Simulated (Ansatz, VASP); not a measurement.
# Au in VASP and in Ansatz

```
Au
1.0
     4.54204    0.00000    0.00000
    -2.27102    3.93352    0.00000
     0.00000    0.00000    2.71352
Au
3
Direct
  0.00000 0.00000 0.00000
  0.33333 0.66667 0.50000
  0.66667 0.33333 0.50000
```

Alike in both runs: task single point; functional PBE; k mesh 9 × 9 × 13; occupations fermi-dirac, width 0.1 eV; no spin polarisation.

```csv
,VASP,Ansatz
version,VASP 6.6.1,Ansatz 0.2.0
potentials or method,"VASP PAW PBE potentials, release 64 (Au), cutoff 520 eV","plane waves (420 eV) with PAW, scalar-relativistic"
valence electrons in the cell,33,57
```

```tsv
	VASP	Ansatz	Ansatz less VASP
pressure (GPa)	24.1	24.5	+0.39
traceless stress, the component that is largest in VASP (GPa)	-0.53	-0.53	-0.001
```

The functional is the same, so the differences come from potentials, cutoffs and numerics. VASP's potentials hold 33 valence electrons a cell and Ansatz's 57, so a difference there can come from the potentials and not from the codes.

Spin-orbit coupling is off throughout.
